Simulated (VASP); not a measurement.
# Cu (I4/mmm) in VASP: a series of runs

Runs on Cu. Level: PBE. Tasks: single point.

Program: VASP 6.6.1. These are calculated values, not measurements. Logs are shortened: lines on timing, memory, paths and dates and some standing lists are left out, and cuts for length are marked.

## 1. The cell of the first run

It takes space group I4/mmm (No. 139, tetragonal). The conventional cell has a = 2.567 Å, b = 2.567 Å, c = 3.557 Å, α = 90.00°, β = 90.00°, γ = 90.00°. Cu (site symmetry 4/mmm) has 12 Cu at 2.54 to 2.57 Å within 3.4 Å.

## 2. Single point, PBE (strain -0.0200 x Voigt [0, 1, 0, 0, 0, 0])

Contents of INCAR:

```
  PREC = Accurate
  ENCUT = 520
  EDIFF = 1E-6
  ISMEAR = 0
  SIGMA = 0.15
  LREAL = False
  LASPH = True
  NELM = 100
  ALGO = Fast
  ISIF = 2
  LWAVE = False
  LCHARG = False
  GGA = PE
  NBANDS = 12
```

Contents of KPOINTS:

```
regular mesh
0
Gamma
  28 28 28
```

Contents of POSCAR:

```
Cu
1.0
    0.0000000000      1.7785766452      1.8148741278
    1.8148741278      0.0000000000      1.8148741278
    1.8148741278      1.7785766452      0.0000000000
Cu
1
Direct
    0.0000000000      0.0000000000      0.0000000000
```

Potentials or basis: VASP PAW PBE potentials, release 64 (Cu).

On the command line:

```sh
$ cat potpaw_PBE.64/Cu/POTCAR > POTCAR
$ mpirun -np 1 vasp_std > vasp.out
```

OUTCAR:

```text
PREC = Accurate
   ENCUT = 520
   EDIFF = 1E-6
   ISMEAR = 0
   LREAL = False
   LASPH = True
   NELM = 100
   ISIF = 2
   GGA = PE

 ion  position               nearest neighbor table
   1  0.000  0.000  0.000-

  LATTYP: Found a body centered tetragonal cell.
 ALAT       =     2.5666196055
 C/A-ratio  =     1.3859292911

  Lattice vectors:

 A1 = (   0.0000000000,  -1.7785766452,   1.8148741278)
 A2 = (   0.0000000000,  -1.7785766452,  -1.8148741278)
 A3 = (   1.8148741278,   1.7785766452,   0.0000000000)

Analysis of symmetry for initial positions (statically):
=====================================================================
 Subroutine PRICEL returns:
 Original cell was already a primitive cell.

 Routine SETGRP: Setting up the symmetry group for a
 body centered tetragonal supercell.

 Subroutine GETGRP returns: Found 16 space group operations
 (whereof 16 operations were pure point group operations)
 out of a pool of 16 trial point group operations.

The static configuration has the point symmetry D_4h.

Analysis of symmetry for dynamics (positions and initial velocities):
=====================================================================
 Subroutine PRICEL returns:
 Original cell was already a primitive cell.

 Routine SETGRP: Setting up the symmetry group for a
 body centered tetragonal supercell.

 Subroutine GETGRP returns: Found 16 space group operations
 (whereof 16 operations were pure point group operations)
 out of a pool of 16 trial point group operations.

The dynamic configuration has the point symmetry D_4h.

 Subroutine INISYM returns: Found 16 space group operations
 (whereof 16 operations are pure point group operations),
 and found     1 'primitive' translations

----------------------------------------------------------------------------------------

                                     Primitive cell

  volume of cell :      11.7164

  direct lattice vectors                    reciprocal lattice vectors
     0.000000000  1.778576645  1.814874128    -0.275501200  0.281123673  0.275501200
     1.814874128  0.000000000  1.814874128     0.275501200 -0.281123673  0.275501200
     1.814874128  1.778576645  0.000000000     0.275501200  0.281123673 -0.275501200

  length of vectors
     2.541083033  2.566619606  2.541083033     0.480450145  0.480450145  0.480450145

  position of ions in fractional coordinates (direct lattice)
     0.000000000  0.000000000  0.000000000

  ion indices of the primitive-cell ions
   primitive index   ion index
                 1           1

----------------------------------------------------------------------------------------

 KPOINTS: regular mesh

Automatic generation of k-mesh.
 Grid dimensions read from file:
 generate k-points for:   28   28   28

 Generating k-lattice:

  Cartesian coordinates                     Fractional coordinates (reciprocal lattice)
    -0.009839329  0.010040131  0.009839329     0.035714286  0.000000000  0.000000000
     0.009839329 -0.010040131  0.009839329     0.000000000  0.035714286  0.000000000
     0.009839329  0.010040131 -0.009839329     0.000000000  0.000000000  0.035714286

  Length of vectors
     0.017158934  0.017158934  0.017158934

  Shift w.r.t. Gamma in fractional coordinates (k-lattice)
     0.000000000  0.000000000  0.000000000

 Subroutine IBZKPT returns following result:
 ===========================================

 Found   1639 irreducible k-points:

 Following reciprocal coordinates:
            Coordinates               Weight
  0.000000  0.000000  0.000000      1.000000
  0.035714  0.000000  0.000000      8.000000
  0.071429  0.000000  0.000000      8.000000
  0.107143  0.000000  0.000000      8.000000
  0.142857  0.000000  0.000000      8.000000
  0.178571  0.000000  0.000000      8.000000
[... 16 lines left out ...]
  0.285714  0.035714  0.000000     16.000000
  0.321429  0.035714 -0.000000     16.000000
 [... further k-points ...]
   k-points           NKPTS =   1639   k-points in BZ     NKDIM =   1639   number of bands    NBANDS=     12
   number of dos      NEDOS =    301   number of ions     NIONS =      1
   total plane-waves  NPLWV =   8000
   dimension x,y,z NGX =    20 NGY =   20 NGZ =   20
   dimension x,y,z NGXF=    40 NGYF=   40 NGZF=   40
   ions per type =               1
   NGX,Y,Z   is equivalent  to a cutoff of  13.08, 12.95, 13.08 a.u.
   NGXF,Y,Z  is equivalent  to a cutoff of  26.17, 25.91, 26.17 a.u.
 SYSTEM =  unknown system
   PREC   = accura    normal or accurate (medium, high low for compatibility)
   ISTART =      0    job   : 0-new  1-cont  2-samecut
   ICHARG =      2    charge: 1-file 2-atom 10-const
   ISPIN  =      1    spin polarized calculation?
   LNONCOLLINEAR =      F non collinear calculations
   LSORBIT =      F    spin-orbit coupling
   LASPH  =      T    aspherical Exc in radial PAW
   ENCUT  =  520.0 eV  38.22 Ry    6.18 a.u.   4.72  4.77  4.72*2*pi/ulx,y,z
   NELM   =    100;   NELMIN=  2; NELMDL= -5     # of ELM steps
   EDIFF  = 0.1E-05   stopping-criterion for ELM
   LREAL  =      F    real-space projection
[... 7 lines left out ...]
   TEBEG  =    0.0;   TEEND  =   0.0 temperature during run
   PSTRESS=    0.0 pullay stress
   NELECT =      11.0000    total number of electrons
   NUPDOWN=      -1.0000    fix difference up-down
   EMIN   =  10.00;   EMAX   =-10.00  energy-range for DOS
   EFERMI =   0.00;   METHOD = LEGACY
   ISMEAR =     0;   SIGMA  =   0.15  broadening in eV -4-tet -1-fermi 0-gaus
   EFERMI_NEDOS =   21; number of points for ismear=-14 and -15
   IALGO  =     68    algorithm
   IMIX   =      4    mixing-type and parameters
     AMIX     =   0.40;   BMIX     =  1.00
     AMIX_MAG =   1.60;   BMIX_MAG =  1.00
  volume/ion in A,a.u.               =      11.72        79.07
  Fermi-wavevector in a.u.,A,eV,Ry     =   1.603026  3.029280 34.962781  2.569692
  Thomas-Fermi vector in A             =   2.699754
   LORBIT       =      0    0 simple, 1 ext, 2 COOP (PROOUT), +10 PAW based schemes
   GGA     = PE    functional components
   LHFCALC =     F    Hartree Fock is set to
   AEXX    =    0.0000 exact exchange contribution
   IVDW    =     0    specifies the selected vdW correction
   LEPSILON=     F    determine dielectric tensor
   LRPA    =     F    only Hartree local field effects (RPA)
 non-spin polarized calculation
 RMM-DIIS sequential band-by-band and
 Gauss-broadening in eV      SIGMA  =   0.15
  energy-cutoff  :      520.00
  volume of cell :       11.72
 maximum number of plane-waves:       331
   NGX =  9   NGY =  9   NGZ =  9

 number of electron      11.0000006 magnetization

 Free energy of the ion-electron system (eV)
  ---------------------------------------------------
  ext. energy  EPLUGINS =         0.00000000
  ---------------------------------------------------
  free energy    TOTEN  =        -3.72613885 eV

  energy without entropy =       -3.72319647  energy(sigma->0) =       -3.72466766

 E-fermi :   7.7064     XC(G=0): -12.7724

 val. band max:        7.7014820249   @ k =   0.3214  -0.1429   0.2857
 cond. band min:       7.7075597294   @ k =   0.5000   0.2857   0.1071
 fundamental gap:      0.0060777045
 Fermi energy:         7.7064392684

 k-point     1 :       0.0000    0.0000    0.0000
  band No.  band energies     occupation
      1      -1.7273      2.00000
      2       4.6007      2.00000
      3       4.6007      2.00000
      4       4.6972      2.00000
      5       5.4145      2.00000
      6       5.5117      2.00000
      7      30.3510      0.00000
      8      33.0249      0.00000
      9      33.0249      0.00000
     10      33.1117      0.00000
     11      35.5141      0.00000
     12      35.5733      0.00000

 k-point     2 :       0.0357    0.0000    0.0000
  band No.  band energies     occupation
      1      -1.6804      2.00000
      2       4.5968      2.00000
      3       4.6099      2.00000
      4       4.7001      2.00000
      5       5.4112      2.00000
      6       5.5075      2.00000
      7      30.1369      0.00000
      8      32.2294      0.00000
      9      32.8523      0.00000
     10      32.9197      0.00000
     11      35.7658      0.00000
     12      35.8100      0.00000

 k-point     3 :       0.0714    0.0000    0.0000
  band No.  band energies     occupation
      1      -1.5405      2.00000
      2       4.5783      2.00000
      3       4.6358      2.00000
      4       4.7150      2.00000
      5       5.4030      2.00000
      6       5.4962      2.00000
      7      29.1625      0.00000
      8      31.3833      0.00000
      9      32.4601      0.00000
     10      32.5476      0.00000
     11      36.3390      0.00000
     12      36.3850      0.00000
[... 286 lines left out ...]
 k-point    23 :       0.2857    0.0357    0.0000
  band No.  band energies     occupation
      1       0.8051      2.00000
      2       4.3683      2.00000
      3       4.7282      2.00000
      4       4.8302      2.00000
      5       5.5588      2.00000
      6       5.6720      2.00000
      7      19.1037      0.00000
      8      29.2829      0.00000
      9      29.7402      0.00000
     10      31.7075      0.00000
     11      34.3136      0.00000
     12      36.8015      0.00000

 k-point    24 :       0.3214    0.0357   -0.0000
  band No.  band energies     occupation
      1       1.3497      2.00000
      2       4.4602      2.00000
      3       4.6871      2.00000
      4       4.7977      2.00000
      5       5.6777      2.00000
      6       5.7589      2.00000
      7      17.4488      0.00000
      8      29.0632      0.00000
      9      29.5568      0.00000
     10      31.2050      0.00000
     11      33.8980      0.00000
     12      36.1125      0.00000

 [... further k-points ...]
[... 5 lines left out ...]
  --------------------------------------------------------------------------------------
  -------------------------------------------------------------------------------------
  Total        0.2172306      0.3008585      0.2172306      0.0000000      0.0000000      0.0000000
  in kB       29.7054349     41.1412234     29.7054349      0.0000000      0.0000000      0.0000000
  external PRESSURE =      33.5173644 kB  Pullay stress =       0.0000000 kB

 VOLUME and BASIS-vectors are now :
 -----------------------------------------------------------------------------
  energy-cutoff  :      520.00
  volume of cell :       11.72
      direct lattice vectors                 reciprocal lattice vectors
     0.000000000  1.778576645  1.814874128    -0.275501200  0.281123673  0.275501200
     1.814874128  0.000000000  1.814874128     0.275501200 -0.281123673  0.275501200
     1.814874128  1.778576645  0.000000000     0.275501200  0.281123673 -0.275501200

 POSITION                                       TOTAL-FORCE (eV/Angst)
 -----------------------------------------------------------------------------------
      0.00000      0.00000      0.00000         0.000000      0.000000      0.000000
 -----------------------------------------------------------------------------------
    total drift:                                0.000000      0.000000      0.000000

  FREE ENERGIE OF THE ION-ELECTRON SYSTEM (eV)
  ---------------------------------------------------
  free  energy   TOTEN  =        -3.7261388493 eV

  energy  without entropy=       -3.7231964698  energy(sigma->0) =       -3.72466766
```

Run time: 5.4 min. Hardware: 1 thread of Intel Xeon 8259CL, shared host; peak memory 0.33 GiB.

What came out:

| Quantity | Value |
| --- | --- |
| Free energy | -3.7261 eV |
| Pressure | 3.4 GPa |
| Band gap on the k mesh | zero (an odd number of electrons rules out a gap without spin polarisation) |

Levels at points of the mesh, in eV from the Fermi level:
```tsv
k point	band 4	band 5	band 6	band 7	band 8	band 9
(0.00, 0.00, 0.00)	-3.01	-2.29	-2.19	22.64	25.32	25.32
(0.50, 0.00, 0.00)	-1.69	-1.65	-1.05	3.78	21.01	21.84
(0.50, 0.50, 0.00)	-1.56	-1.49	1.33	6.97	13.27	13.30
(0.50, 0.00, 0.50)	-1.52	-1.52	1.77	7.51	12.80	12.80
```

Caveat: the cell differs from its parent crystal (strain -0.0200 x Voigt [0, 1, 0, 0, 0, 0]); the cell stands under pressure.

(Part 1 of 2 ends here.)

The gap in the log of VASP goes by the Fermi energy; the results here count the filled bands.